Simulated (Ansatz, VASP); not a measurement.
**One calculation of MgW, two programs**

```
Mg W
1.0
     2.85096    0.00000    0.00000
    -1.42548    2.46901    0.00000
     0.00000    0.00000    9.83935
Mg W
2 2
Direct
  0.00000 0.00000 0.00000
  0.00000 0.00000 0.50000
  0.33333 0.66667 0.25000
  0.66667 0.33333 0.75000
```

Alike in both runs: functional PBE; k mesh 9 × 9 × 2; occupations gaussian, width 0.1 eV; no spin polarisation.

Ansatz relaxed the structure, and its values are those at the end. VASP's run is a single point on that final structure, the one shown.

|  | VASP | Ansatz |
| --- | --- | --- |
| version | VASP 6.6.1 | Ansatz 0.2.0 |
| potentials or method | VASP PAW PBE potentials, release 64 (Mg, W_sv), cutoff 520 eV | scalar-relativistic, plane waves, PAW |
| valence electrons in the cell | 32 | 48 |

```csv
,VASP,Ansatz,Ansatz less VASP
gap on the k mesh at the Fermi level (eV),none,none,-
pressure (GPa),0.0,-0.1,-0.07
```

A gap of «none» marks a metal or a gap that the smearing closes. With one functional, cell and mesh, what is left measures potentials, basis and numerics. VASP's potentials hold 32 valence electrons a cell and Ansatz's 48, so a difference there can come from the potentials and not from the codes.

Spin-orbit coupling is off throughout.
